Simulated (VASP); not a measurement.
A run of VASP 6.6.1:

Contents of POSCAR:

```
Ru
1.0
   -1.5326308274      1.5326308274      1.5326308274
    1.5326308274     -1.5326308274      1.5326308274
    1.5326308274      1.5326308274     -1.5326308274
Ru
1
Direct
    0.0000000000      0.0000000000      0.0000000000
```

The input INCAR.step1:

```
PREC = Accurate ; ENCUT = 520
ISMEAR = -1 ; SIGMA = 0.05
LREAL = F ; LASPH = T
NELM = 150 ; ISPIN = 2
MAGMOM = 1.256 ; LMAXMIX = 4
NBANDS = 17 ; GGA = PE
ALGO = Normal ; EDIFF = 1E-4
LWAVE = T ; LCHARG = F
```

The input INCAR.step2:

```
PREC = Accurate ; ENCUT = 520
EDIFF = 1E-6 ; ISMEAR = -1
SIGMA = 0.05 ; LREAL = F
LASPH = T ; NELM = 150
ALGO = Normal ; ISIF = 2
LWAVE = F ; LCHARG = F
ISPIN = 2 ; MAGMOM = 1.256
LORBIT = 11 ; LMAXMIX = 4
METAGGA = R2SCAN ; LMIXTAU = T
NBANDS = 17 ; ISTART = 1
```

The input KPOINTS:

```
regular mesh
0
Gamma
  24 24 24
```

Potentials or basis: VASP PAW PBE potentials, release 64 (Ru_pv).

The run is started by

```bash
$ cat potpaw_PBE.64/Ru_pv/POTCAR > POTCAR
$ cp INCAR.step1 INCAR
$ mpirun -np 1 vasp_std > vasp.out
$ cp INCAR.step2 INCAR
$ mpirun -np 1 vasp_std > vasp.out
```

Hardware: 1 thread of Intel(R) Xeon(R) Platinum 8259CL CPU @ 2.50GHz (Skylake/Cascade Lake), on a shared host.

Task: How long does it take, and how much memory?

Result: Run time: 14 min on 1 thread of Intel(R) Xeon(R) Platinum 8259CL CPU @ 2.50GHz (Skylake/Cascade Lake) (shared host), peak memory 0.26 GiB. Counts: k points 413.
